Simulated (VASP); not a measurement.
# SiC (F-43m) in VASP: a series of runs

The runs below take SiC through vibrations by perturbation theory, with LDA.

All numbers are computed with VASP 6.6.1; they aren't measurements. Logs are shortened: lines on timing, memory, paths and dates and some standing lists are left out, and cuts for length are marked.

### Step 1. The cell of the first run

Symmetry: F-43m, No. 216, cubic system. The conventional cell has a = 4.246 Å, b = 4.246 Å, c = 4.246 Å, α = 90.00°, β = 90.00°, γ = 90.00°. Within 2.4 Å of Si (site symmetry -43m) lie 4 C at 1.84 Å. Within 2.4 Å of C (site symmetry -43m) lie 4 Si at 1.84 Å.

### Step 2. Vibrations by perturbation theory, LDA

INCAR

```
SYSTEM = SiC
ALGO = Normal
EDIFF = 1E-8
ENCUT = 520
IBRION = 8
ISIF = 2
ISMEAR = 0
LASPH = .TRUE.
LCHARG = .FALSE.
LREAL = .FALSE.
LWAVE = .FALSE.
NELM = 60
NSW = 1
PREC = Accurate
SIGMA = 0.01
```

KPOINTS

```
k-points
0
G
  10 10 10
  0 0 0
```

POSCAR

```
SiC
1.0
    2.1227575608      2.1227575608      0.0000000000
   -2.1227575608      2.1227575608      0.0000000000
    0.0000000000      2.1227575608      2.1227575608
Si C
1 1
Direct
    0.0000000000      0.0000000000      0.0000000000
    0.7500000000      0.2500000000      0.5000000000
```

Potentials or basis: VASP PAW LDA potentials, release 64 (Si, C).

Command:

```
cat potpaw_LDA.64/Si/POTCAR potpaw_LDA.64/C/POTCAR > POTCAR
mpirun -np 1 vasp_std > vasp.out
```

OUTCAR:

```text
SYSTEM = SiC
   EDIFF = 1E-8
   ENCUT = 520
   IBRION = 8
   ISIF = 2
   ISMEAR = 0
   LASPH = .TRUE.
   LREAL = .FALSE.
   NELM = 60
   NSW = 1
   PREC = Accurate

 ion  position               nearest neighbor table
   1  0.000  0.000  0.000-   2 1.84   2 1.84   2 1.84   2 1.84
   2  0.750  0.250  0.500-   1 1.84   1 1.84   1 1.84   1 1.84

  LATTYP: Found a face centered cubic cell.
 ALAT       =     4.2455151216

  Lattice vectors:

 A1 = (   0.0000000000,   2.1227575608,   2.1227575608)
 A2 = (   2.1227575608,   0.0000000000,   2.1227575608)
 A3 = (   2.1227575608,   2.1227575608,   0.0000000000)

Analysis of symmetry for initial positions (statically):
=====================================================================
 Subroutine PRICEL returns:
 Original cell was already a primitive cell.

 Routine SETGRP: Setting up the symmetry group for a
 face centered cubic supercell.

 Subroutine GETGRP returns: Found 24 space group operations
 (whereof 24 operations were pure point group operations)
 out of a pool of 48 trial point group operations.

The static configuration has the point symmetry T_d .

Analysis of symmetry for dynamics (positions and initial velocities):
=====================================================================
 Subroutine PRICEL returns:
 Original cell was already a primitive cell.

 Routine SETGRP: Setting up the symmetry group for a
 face centered cubic supercell.

 Subroutine GETGRP returns: Found 24 space group operations
 (whereof 24 operations were pure point group operations)
 out of a pool of 48 trial point group operations.

The dynamic configuration has the point symmetry T_d .

 Subroutine INISYM returns: Found 24 space group operations
 (whereof 24 operations are pure point group operations),
 and found     1 'primitive' translations

----------------------------------------------------------------------------------------

                                     Primitive cell

  volume of cell :      19.1307

  direct lattice vectors                    reciprocal lattice vectors
     2.122757561  2.122757561  0.000000000     0.235542678  0.235542678 -0.235542678
    -2.122757561  2.122757561  0.000000000    -0.235542678  0.235542678 -0.235542678
     0.000000000  2.122757561  2.122757561     0.000000000  0.000000000  0.471085355

  length of vectors
     3.002032532  3.002032532  3.002032532     0.407971885  0.407971885  0.471085355

  position of ions in fractional coordinates (direct lattice)
     0.000000000  0.000000000  0.000000000
     0.750000000  0.250000000  0.500000000

  ion indices of the primitive-cell ions
   primitive index   ion index
                 1           1
                 2           2

----------------------------------------------------------------------------------------

 KPOINTS: k-points

Automatic generation of k-mesh.
 Grid dimensions read from file:
 generate k-points for:   10   10   10

 Generating k-lattice:

  Cartesian coordinates                     Fractional coordinates (reciprocal lattice)
     0.023554268  0.023554268 -0.023554268     0.100000000  0.000000000  0.000000000
    -0.023554268  0.023554268 -0.023554268     0.000000000  0.100000000  0.000000000
     0.000000000  0.000000000  0.047108536     0.000000000  0.000000000  0.100000000

  Length of vectors
     0.040797189  0.040797189  0.047108536

  Shift w.r.t. Gamma in fractional coordinates (k-lattice)
     0.000000000  0.000000000  0.000000000

 Subroutine IBZKPT returns following result:
 ===========================================

 Found     47 irreducible k-points:

 Following reciprocal coordinates:
            Coordinates               Weight
  0.000000  0.000000  0.000000      1.000000
  0.100000  0.000000  0.000000      8.000000
  0.200000  0.000000  0.000000      8.000000
  0.300000  0.000000  0.000000      8.000000
  0.400000  0.000000  0.000000      8.000000
  0.500000  0.000000  0.000000      4.000000
[... 16 lines left out ...]
  0.300000  0.300000  0.000000     12.000000
  0.400000  0.300000  0.000000     24.000000
 [... further k-points ...]
   k-points           NKPTS =     47   k-points in BZ     NKDIM =     47   number of bands    NBANDS=      8
   number of dos      NEDOS =    301   number of ions     NIONS =      2
   total plane-waves  NPLWV =  13824
   dimension x,y,z NGX =    24 NGY =   24 NGZ =   24
   dimension x,y,z NGXF=    48 NGYF=   48 NGZF=   48
   ions per type =               1   1
   NGX,Y,Z   is equivalent  to a cutoff of  13.29, 13.29, 13.29 a.u.
   NGXF,Y,Z  is equivalent  to a cutoff of  26.58, 26.58, 26.58 a.u.
 SYSTEM =  SiC
   PREC   = accura    normal or accurate (medium, high low for compatibility)
   ISTART =      0    job   : 0-new  1-cont  2-samecut
   ICHARG =      2    charge: 1-file 2-atom 10-const
   ISPIN  =      1    spin polarized calculation?
   LNONCOLLINEAR =      F non collinear calculations
   LSORBIT =      F    spin-orbit coupling
   LASPH  =      T    aspherical Exc in radial PAW
   ENCUT  =  520.0 eV  38.22 Ry    6.18 a.u.   5.58  5.58  5.58*2*pi/ulx,y,z
   NELM   =     60;   NELMIN=  2; NELMDL= -5     # of ELM steps
   EDIFF  = 0.1E-07   stopping-criterion for ELM
   LREAL  =      F    real-space projection
   EDIFFG = 0.1E-06   stopping-criterion for IOM
   NSW    =      1    number of steps for IOM
   IBRION =      8    ionic relax: 0-MD 1-quasi-New 2-CG
   NFREE  =      0    steps in history (QN), initial steepest desc. (CG)
   ISIF   =      2    stress and relaxation
   ISYM   =      2    0-nonsym 1-usesym 2-fastsym
   POTIM  = 0.5000    time-step for ionic-motion
   TEBEG  =    0.0;   TEEND  =   0.0 temperature during run
   PSTRESS=    0.0 pullay stress
   NELECT =       8.0000    total number of electrons
   NUPDOWN=      -1.0000    fix difference up-down
   EMIN   =  10.00;   EMAX   =-10.00  energy-range for DOS
   EFERMI =   0.00;   METHOD = LEGACY
   ISMEAR =     0;   SIGMA  =   0.01  broadening in eV -4-tet -1-fermi 0-gaus
   EFERMI_NEDOS =   21; number of points for ismear=-14 and -15
   IALGO  =     38    algorithm
   IMIX   =      4    mixing-type and parameters
     AMIX     =   0.40;   BMIX     =  1.00
     AMIX_MAG =   1.60;   BMIX_MAG =  1.00
  volume/ion in A,a.u.               =       9.57        64.55
  Fermi-wavevector in a.u.,A,eV,Ry     =   1.224225  2.313449 20.391403  1.498726
  Thomas-Fermi vector in A             =   2.359307
   LORBIT       =      0    0 simple, 1 ext, 2 COOP (PROOUT), +10 PAW based schemes
   GGA     = CA    functional components
   LHFCALC =     F    Hartree Fock is set to
   AEXX    =    0.0000 exact exchange contribution
   IVDW    =     0    specifies the selected vdW correction
   LEPSILON=     F    determine dielectric tensor
   LRPA    =     F    only Hartree local field effects (RPA)
 non-spin polarized calculation
 Gauss-broadening in eV      SIGMA  =   0.01
  energy-cutoff  :      520.00
  volume of cell :       19.13
 maximum number of plane-waves:       532
 NGX is ok and might be reduce to    24
   NGX = 11   NGY = 11   NGZ = 11

--------------------------------------- Ionic step        1  -------------------------------------------

 number of electron       7.9999999 magnetization

 Free energy of the ion-electron system (eV)
  ---------------------------------------------------
  ext. energy  EPLUGINS =         0.00000000
  ---------------------------------------------------
  free energy    TOTEN  =       -16.58753911 eV

  energy without entropy =      -16.58753911  energy(sigma->0) =      -16.58753911

 E-fermi :   9.0719     XC(G=0): -11.8937

 val. band max:        8.9785254955   @ k =   0.0000   0.0000   0.0000
 cond. band min:      10.2125484282   @ k =   0.5000   0.5000   0.0000
 fundamental gap:      1.2340229327
 Fermi energy:         9.0718643097

 k-point     1 :       0.0000    0.0000    0.0000
  band No.  band energies     occupation
      1      -6.9631      2.00000
      2       8.9785      2.00000
      3       8.9785      2.00000
      4       8.9785      2.00000
      5      16.2032      0.00000
      6      16.7307      0.00000
      7      16.7307      0.00000
      8      16.7307      0.00000
[... 243 lines left out ...]
 k-point    24 :       0.4000    0.3000    0.0000
  band No.  band energies     occupation
      1      -1.8072      2.00000
      2       1.3607      2.00000
      3       3.4391      2.00000
      4       6.5683      2.00000
      5      12.6297      0.00000
      6      18.0892      0.00000
      7      20.3334      0.00000
      8      21.1488      0.00000

 [... further k-points ...]
[... 5 lines left out ...]
  --------------------------------------------------------------------------------------
  -------------------------------------------------------------------------------------
  Total        1.8442614      1.8442614      1.8442614     -0.0000000      0.0000000     -0.0000000
  in kB      154.4549625    154.4549625    154.4549625     -0.0000000      0.0000000     -0.0000000
  external PRESSURE =     154.4549625 kB  Pullay stress =       0.0000000 kB

 VOLUME and BASIS-vectors are now :
 -----------------------------------------------------------------------------
  energy-cutoff  :      520.00
  volume of cell :       19.13
      direct lattice vectors                 reciprocal lattice vectors
     2.122757561  2.122757561  0.000000000     0.235542678  0.235542678 -0.235542678
    -2.122757561  2.122757561  0.000000000    -0.235542678  0.235542678 -0.235542678
     0.000000000  2.122757561  2.122757561     0.000000000  0.000000000  0.471085355

 POSITION                                       TOTAL-FORCE (eV/Angst)
 -----------------------------------------------------------------------------------
      0.00000      0.00000      0.00000        -0.000000      0.000000     -0.000000
      1.06138      3.18414      1.06138         0.000000     -0.000000      0.000000
 -----------------------------------------------------------------------------------
    total drift:                               -0.000000      0.000000     -0.000000

  FREE ENERGIE OF THE ION-ELECTRON SYSTEM (eV)
  ---------------------------------------------------
  free  energy   TOTEN  =       -16.5875391082 eV

  energy  without entropy=      -16.5875391082  energy(sigma->0) =      -16.58753911

[... ionic steps 2 to 3 ...]

--------------------------------------- Ionic step        4  -------------------------------------------

------------------------ aborting loop because EDIFF is reached ----------------------------------------

[... ionic steps 5 to 6 ...]

--------------------------------------- Ionic step        7  -------------------------------------------

 Free energy of the ion-electron system (eV)
  ---------------------------------------------------
  ---------------------------------------------------
  free energy    TOTEN  =        -0.12670434 eV

  energy without entropy =       -0.12670434

------------------------ aborting loop because EDIFF is reached ----------------------------------------

 INTERNAL STRAIN TENSOR  FOR ION    2  DIRECTION 1   (eV/Angst):
 -----------------------------------------------------------------------------
     0.03352  0.00000  0.00000
     0.00000 -0.01344 12.08325
     0.00000 12.08325 -0.01344

 INTERNAL STRAIN TENSOR FOR ION    2 for displacements in x,y,z  (eV/Angst):
          X           Y           Z          XY          YZ          ZX
  --------------------------------------------------------------------------------
  x     0.00000     0.00000     0.00000     0.00000    12.08325     0.00000
  y     0.00000     0.00000     0.00000     0.00000     0.00000    12.08325
  z     0.00000     0.00000     0.00000    12.08325     0.00000     0.00000

 SECOND DERIVATIVES (NOT SYMMETRIZED)
 ------------------------------------
               1X          1Y          1Z          2X          2Y          2Z
  1X   -22.469529    0.000000    0.000000   22.469529    0.000000    0.000000
  1Y     0.000000  -22.469529    0.000000    0.000000   22.469529    0.000000
  1Z     0.000000    0.000000  -22.469529    0.000000    0.000000   22.469529
  2X    22.468385    0.000000    0.000000  -22.468385    0.000000    0.000000
  2Y     0.000000   22.468385    0.000000    0.000000  -22.468385    0.000000
  2Z     0.000000    0.000000   22.468385    0.000000    0.000000  -22.468385

 Eigenvectors and eigenvalues of the dynamical matrix
 ----------------------------------------------------

   1 f  =   25.548399 THz   160.525326 2PiTHz  852.202865 cm-1   105.659642 meV
             X         Y         Z           dx          dy          dz
      0.000000  0.000000  0.000000    -0.154053   -0.523541    0.041707
      1.061379  3.184136  1.061379     0.235563    0.800547   -0.063775

   2 f  =   25.548399 THz   160.525326 2PiTHz  852.202865 cm-1   105.659642 meV
             X         Y         Z           dx          dy          dz
      0.000000  0.000000  0.000000     0.000000   -0.043465   -0.545598
      1.061379  3.184136  1.061379     0.000000    0.066462    0.834276
[... 11 lines left out ...]
   5 f/i=    0.000298 THz     0.001873 2PiTHz    0.009941 cm-1     0.001233 meV
             X         Y         Z           dx          dy          dz
      0.000000  0.000000  0.000000    -0.001878   -0.736722    0.397077
      1.061379  3.184136  1.061379    -0.001228   -0.481800    0.259680

   6 f/i=    0.000298 THz     0.001873 2PiTHz    0.009941 cm-1     0.001233 meV
             X         Y         Z           dx          dy          dz
      0.000000  0.000000  0.000000    -0.001878   -0.397073   -0.736724
      1.061379  3.184136  1.061379    -0.001228   -0.259677   -0.481802

--------------------------------------------------------------------------------------------------------

 ELASTIC MODULI CONTR FROM IONIC RELAXATION (kBar)
 Direction    XX          YY          ZZ          XY          YZ          ZX
 --------------------------------------------------------------------------------
 XX          -0.0000     -0.0000     -0.0000     -0.0000     -0.0000     -0.0000
 YY          -0.0000     -0.0000     -0.0000     -0.0000     -0.0000      0.0000
 ZZ          -0.0000     -0.0000     -0.0000      0.0000     -0.0000     -0.0000
 XY          -0.0000     -0.0000      0.0000   -511.4613      0.0000      0.0000
 YZ          -0.0000     -0.0000     -0.0000      0.0000   -511.4613      0.0000
 ZX          -0.0000      0.0000     -0.0000      0.0000      0.0000   -511.4613
 --------------------------------------------------------------------------------
```

It took 69 s on 1 thread of Intel Xeon 8259CL, shared host; peak memory 0.19 GiB.

Results:

* Highest phonon frequency at Γ, LO-TO splitting left out: 852 cm⁻¹

Phonon frequencies in cm⁻¹ (negative: imaginary):
```tsv
q point	frequencies
(0.000, 0.000, 0.000)	0 0 0 852 852 852
```

Caveat: the cell stands under pressure or tension, which shifts response properties.

### Step 3. Vibrations by perturbation theory, LDA

This run uses another cell than the first one, of 9.85 Å³/atom.

INCAR

```
PREC     = Accurate       # precision mode
ENCUT    = 520            # plane-wave cutoff, eV
EDIFF    = 1E-8           # SCF threshold, eV
ISMEAR   = 0              # smearing method
SIGMA    = 0.01           # smearing width, eV
LREAL    = F              # projectors in reciprocal space
LASPH    = T              # aspherical terms in the spheres
NELM     = 100            # most SCF steps
ALGO     = Normal         # electronic algorithm
ISIF     = 2              # what is computed and relaxed
LWAVE    = F              # write WAVECAR
LCHARG   = F              # write CHGCAR
IBRION   = 8              # ionic algorithm
NSW      = 1              # ionic steps
```

KPOINTS

```
Automatic mesh
0
Gamma
  10 10 10
```

POSCAR

```
SiC
1.0
    2.1437855615      2.1437855615      0.0000000000
   -2.1437855615      2.1437855615      0.0000000000
    0.0000000000      2.1437855615      2.1437855615
Si C
1 1
Direct
    0.0000000000      0.0000000000      0.0000000000
    0.7500000000      0.2500000000      0.5000000000
```

Potentials or basis: VASP PAW LDA potentials, release 64 (Si, C).

Command:

```
cat potpaw_LDA.64/Si/POTCAR potpaw_LDA.64/C/POTCAR > POTCAR
mpirun -np 1 vasp_std > vasp.out
```

OUTCAR:

```text
PREC = Accurate
   ENCUT = 520
   EDIFF = 1E-8
   ISMEAR = 0
   LREAL = F
   LASPH = T
   NELM = 100
   ISIF = 2
   IBRION = 8
   NSW = 1

 ion  position               nearest neighbor table
   1  0.000  0.000  0.000-   2 1.86   2 1.86   2 1.86   2 1.86
   2  0.750  0.250  0.500-   1 1.86   1 1.86   1 1.86   1 1.86

  LATTYP: Found a face centered cubic cell.
 ALAT       =     4.2875711230

  Lattice vectors:

 A1 = (   0.0000000000,   2.1437855615,   2.1437855615)
 A2 = (   2.1437855615,   0.0000000000,   2.1437855615)
[... 517 lines left out ...]
               1X          1Y          1Z          2X          2Y          2Z
  1X   -21.017618    0.000000   -0.000000   21.017618   -0.000000    0.000000
  1Y    -0.000000  -21.017618    0.000000    0.000000   21.017618   -0.000000
  1Z    -0.000000    0.000000  -21.017618    0.000000   -0.000000   21.017618
  2X    21.017836    0.000000    0.000000  -21.017836    0.000000    0.000000
  2Y     0.000000   21.017836    0.000000    0.000000  -21.017836    0.000000
  2Z     0.000000    0.000000   21.017836    0.000000    0.000000  -21.017836

 Eigenvectors and eigenvalues of the dynamical matrix
 ----------------------------------------------------

   1 f  =   24.709717 THz   155.255733 2PiTHz  824.227450 cm-1   102.191134 meV
             X         Y         Z           dx          dy          dz
      0.000000  0.000000  0.000000     0.547315    0.000000   -0.000000
      1.071893  3.215678  1.071893    -0.836927   -0.000000    0.000000
[... 21 lines left out ...]
   6 f/i=    0.000059 THz     0.000369 2PiTHz    0.001957 cm-1     0.000243 meV
             X         Y         Z           dx          dy          dz
      0.000000  0.000000  0.000000    -0.836927   -0.000000   -0.000000
      1.071893  3.215678  1.071893    -0.547315    0.000000    0.000000

--------------------------------------------------------------------------------------------------------

 ELASTIC MODULI CONTR FROM IONIC RELAXATION (kBar)
 Direction    XX          YY          ZZ          XY          YZ          ZX
 --------------------------------------------------------------------------------
 XX          -0.0000      0.0000      0.0000      0.0000      0.0000      0.0000
 YY           0.0000     -0.0000      0.0000     -0.0000      0.0000     -0.0000
 ZZ           0.0000      0.0000     -0.0000      0.0000     -0.0000     -0.0000
 XY           0.0000     -0.0000      0.0000   -383.6111     -0.0000      0.0000
 YZ           0.0000      0.0000     -0.0000     -0.0000   -383.6111      0.0000
 ZX           0.0000     -0.0000     -0.0000      0.0000      0.0000   -383.6111
 --------------------------------------------------------------------------------
```

OSZICAR:

```text
N       E                     dE             d eps       ncg     rms          rms(c)
DAV:   1     0.439605789361E+01    0.43961E+01   -0.41779E+03   776   0.848E+02
DAV:   2    -0.184512854673E+02   -0.22847E+02   -0.21423E+02  1072   0.109E+02
DAV:   3    -0.188156055828E+02   -0.36432E+00   -0.36432E+00   848   0.177E+01
DAV:   4    -0.188167500001E+02   -0.11444E-02   -0.11444E-02  1232   0.113E+00
[... 35 lines left out ...]
RMM:   7    -0.125611753691E+00    0.51510E-05   -0.94780E-09  4725   0.836E-04    0.155E-04
RMM:   8    -0.125612949650E+00   -0.11960E-05   -0.62044E-09  4679   0.221E-04    0.360E-05
RMM:   9    -0.125612910838E+00    0.38812E-07    0.29531E-08  4995   0.439E-05    0.471E-06
RMM:  10    -0.125612950007E+00   -0.39169E-07    0.60963E-08  4926   0.943E-06    0.238E-06
RMM:  11    -0.125612945288E+00    0.47190E-08    0.15652E-08  4185   0.288E-06    0.134E-07
 Linear response finished
```

Wall time 71 s (1 thread of Intel Xeon 8259CL, shared host); peak memory 0.18 GiB.

What came out:

```
Highest phonon frequency at Γ, LO-TO splitting left out : 824 cm⁻¹
```

Phonon frequencies in cm⁻¹ (negative: imaginary):
| q point | frequencies |
| --- | --- |
| (0.000, 0.000, 0.000) | 0 0 0 824 824 824 |

Caveat: the cell stands under pressure or tension, which shifts response properties.

[end of part 1 of 2]
